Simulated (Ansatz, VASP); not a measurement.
**KZnF3 in VASP and in Ansatz**

Contents of POSCAR:

```
KZnF3
1.0
    3.5380008822      0.0000000000      0.0000000000
    0.0000000000      3.5380008822      0.0000000000
    0.0000000000      0.0000000000      5.3070013233
K Zn F
1 1 3
Direct
    0.0000000000      0.0000000000      0.0000000000
    0.5000000000      0.5000000000      0.5000000000
    0.5000000000      0.5000000000      0.0000000000
    0.0000000000      0.5000000000      0.5000000000
    0.5000000000      0.0000000000      0.5000000000
```

File INCAR.step1:

```
ALGO = Normal ; EDIFF = 1E-4
ENCUT = 520 ; GGA = PE
ISMEAR = 0 ; LASPH = True
LCHARG = False ; LREAL = False
LWAVE = True ; NBANDS = 29
NELM = 60 ; PREC = Accurate
SIGMA = 0.05
```

Contents of INCAR.step2:

```
ALGO = Normal ; EDIFF = 1E-6
ENCUT = 520 ; ISIF = 2
ISMEAR = 0 ; ISTART = 1
LASPH = True ; LCHARG = False
LMIXTAU = True ; LREAL = False
LWAVE = False ; METAGGA = R2SCAN
NBANDS = 29 ; NELM = 60
PREC = Accurate ; SIGMA = 0.05
```

Contents of KPOINTS:

```
k-points
0
Gamma
  6 6 6
```

Input for Ansatz:

```yaml
crystal:
  lattice:
    - [3.5380008822, 0.0, 0.0]
    - [0.0, 3.5380008822, 0.0]
    - [0.0, 0.0, 5.3070013233]
  atoms:
    - { symbol: K, position: [0.0, 0.0, 0.0] }
    - { symbol: Zn, position: [0.5, 0.5, 0.5] }
    - { symbol: F, position: [0.5, 0.5, 0.0] }
    - { symbol: F, position: [0.0, 0.5, 0.5] }
    - { symbol: F, position: [0.5, 0.0, 0.5] }
basis:
  ecutwfc: 500
kpoints:
  mp_grid: { grid: [6, 6, 6] }
hamiltonian:
  xc: r2scan
scf:
  occupations: { method: gaussian, width: 0.05 }
output:
  forces: true
  stress: true
  eigenvalues: true
```

Alike in both runs: task single point; functional r2SCAN; k mesh 6 × 6 × 6; occupations gaussian, width 0.05 eV; no spin polarisation.

|  | VASP | Ansatz |
| --- | --- | --- |
| version | VASP 6.6.1 | Ansatz 0.2.0 |
| potentials or method | VASP PAW PBE potentials, release 64 (K_sv, Zn, F), cutoff 520 eV | scalar-relativistic, plane waves, PAW |
| valence electrons in the cell | 42 | 42 |

|  | VASP | Ansatz | Ansatz less VASP |
| --- | --- | --- | --- |
| gap on the k mesh at the Fermi level (eV) | 3.13 | 3.17 | +0.039 |
| least direct gap on the mesh (eV) | 6.17 | 6.19 | +0.019 |
| pressure (GPa) | 21.4 | 20.3 | -1.08 |
| traceless stress, the component that is largest in VASP (GPa) | -27.49 | -26.15 | +1.332 |

VASP's potentials were made for PBE, not for r2SCAN.
